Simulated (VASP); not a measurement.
Crystal: Al3InSb4.

```xyz
8
Lattice="4.0846 0.0000 0.0000 0.0000 4.0846 0.0000 0.0000 0.0000 11.5530" Properties=species:S:1:pos:R:3 pbc="T T T"
Al    2.0423    2.0423    2.8882
Al    0.0000    0.0000    5.7765
Al    2.0423    2.0423    8.6647
In    0.0000    0.0000    0.0000
Sb    2.0423    0.0000    7.2206
Sb    0.0000    2.0423   10.1089
Sb    2.0423    0.0000    1.4441
Sb    0.0000    2.0423    4.3324
```

```yaml
Program: VASP 6.6.1
Task: relaxation of cell and atoms
Functional: PBE
Potentials_or_basis: VASP PAW PBE potentials, release 64 (Al, In_d, Sb)
Cutoff: 500 eV
k_mesh: 4 × 4 × 2
Occupations: gaussian, width 0.1 eV
Spin: no spin polarisation
```

At the start: pressure 24.3 GPa; volume 24.09 Å³/atom.

**Question.** How do energy, volume and symmetry change on relaxing?

**Answer.** Over 10 steps the energy falls by 481.7 meV/atom and the volume is 31.74 Å³/atom (+31.8 %); space group P-4m2 (No. 115, to 0.1 Å) before and after.

Step by step:
| step | energy change (eV) | largest force (eV/Å) | pressure (GPa) | volume (Å³) |
| --- | --- | --- | --- | --- |
| 1 | 0.0000 | 2.2785 | 24.29 | 192.75 |
| 2 | -2.4845 | 0.3296 | -5.80 | 313.68 |
| 3 | -3.7881 | 0.3951 | -0.23 | 255.48 |
| 4 | -3.7880 | 0.4139 | 0.02 | 254.11 |
| 5 | -3.8088 | 0.3039 | 0.08 | 253.59 |
| 6 | -3.8386 | 0.2053 | 0.31 | 252.01 |
| 7 | -3.8390 | 0.2234 | 0.34 | 251.80 |
| 8 | -3.8478 | 0.1415 | -0.30 | 255.24 |
| 9 | -3.8478 | 0.1431 | -0.28 | 255.17 |
| 10 | -3.8540 | 0.0273 | -0.07 | 253.95 |

Final structure:
```
Al In Sb
1.0
     4.50436    0.00000    0.00000
     0.00000    4.50436    0.00000
     0.00000    0.00000   12.51665
Al In Sb
3 1 4
Direct
  0.50000 0.50000 0.25704
  0.00000 0.00000 0.50000
  0.50000 0.50000 0.74296
  0.00000 0.00000 0.00000
  0.50000 0.00000 0.62171
  0.00000 0.50000 0.86241
  0.50000 0.00000 0.13759
  0.00000 0.50000 0.37829
```

Caveat: the volume moved by over 15 % at a fixed basis, so the end points are rough.
